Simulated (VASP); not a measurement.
Wanted: the native input for a VASP 6.6.1 run.

```
Task                   : electric field gradients
Functional             : PBE
Potentials or basis    : VASP PAW PBE potentials, release 64 (Na_pv)
Cutoff                 : 520 eV
k mesh                 : 12 × 12 × 12
Occupations            : fermi-dirac, width 0.05 eV
Spin                   : no spin polarisation
Dipole correction      : no
Further INCAR settings : ALGO = Normal; EDIFF = 1e-08; NBANDS = 10
```

The structure of Na lies in POSCAR:

```
Na
1.0
   -2.1598500000      2.1175000000      2.1175000000
    2.1175000000     -2.1598500000      2.1175000000
    2.1175000000      2.1175000000     -2.1598500000
Na
1
Direct
    0.0000000000      0.0000000000      0.0000000000
```

This cell differs from its parent crystal: equal xy, yz and zx shear strains of -2 %.

These files were run (other wordings do the same):

INCAR

```
SYSTEM = Na
ALGO = Normal ; EDIFF = 1E-8
ENCUT = 520 ; GGA = PE
ISIF = 2 ; ISMEAR = -1
LASPH = .True. ; LCHARG = .False.
LEFG = .True. ; LREAL = .False.
LWAVE = .False. ; NBANDS = 10
NELM = 100 ; PREC = Accurate
SIGMA = 0.05
```

KPOINTS

```
k-points
0
Gamma
  12 12 12
  0 0 0
```

Potentials or basis: VASP PAW PBE potentials, release 64 (Na_pv).

Run with:

```bash
$ cat potpaw_PBE.64/Na_pv/POTCAR > POTCAR
$ mpirun -np 1 vasp_std > vasp.out
```

Results of the run:

| Property | Result |
| --- | --- |
| Pressure | -0.2 GPa |

Caveat: the cell differs from its parent crystal (equal xy, yz and zx shear strains of -2 %); without QUAD_EFG the Cq values of the log hold for a quadrupole moment of 1 mb, not for the nuclei.

Run time: 110 s on 1 thread of AMD EPYC 7R13 (shared host), peak memory 0.16 GiB.
